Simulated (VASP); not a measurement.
A run of VASP 6.6.1 is set up as follows.

The input INCAR:

```
SYSTEM = Mg
PREC = Accurate
ENCUT = 520
EDIFF = 1E-6
ISMEAR = -1
SIGMA = 0.05
LREAL = .FALSE.
LASPH = .TRUE.
NELM = 60
ALGO = Normal
ISIF = 2
LWAVE = .FALSE.
LCHARG = .TRUE.
GGA = PS
IVDW = 12
LELF = .TRUE.
LVHAR = .TRUE.
NBANDS = 9
```

KPOINTS

```
regular mesh
0
G
  10 10 5
  0 0 0
```

File POSCAR:

```
Mg
1.0
    3.1437856987      0.0000000000      0.0000000000
   -1.5718928494      2.7225982792      0.0000000000
    0.0000000000      0.0000000000      5.1039375022
Mg
2
Direct
    0.6666666667      0.3333333333      0.7500000000
    0.3333333333      0.6666666667      0.2500000000
```

Potentials or basis: VASP PAW PBE potentials, release 64 (Mg).

The run is started by

```console
$ cat potpaw_PBE.64/Mg/POTCAR > POTCAR
$ mpirun -np 1 vasp_std > vasp.out
```

Problem. Predict the dispersion energy per atom.

Solution. -0.275 eV.

Problem. Estimate the pressure.

Solution. -0.9 GPa.

Problem. Estimate the band gap on the k mesh.

Solution. Zero (band 2 reaches 3.50 eV, above the bottom of band 3 at 1.62 eV).

Stress tensor (GPa, compression positive):
```
-1.25  0.00  0.00
 0.00 -1.25  0.00
 0.00  0.00 -0.20
```

Caveat: the PAW data sets were made with another functional, which shifts forces and pressure a little; pairwise dispersion overbinds metals, which lowers pressure and volume.
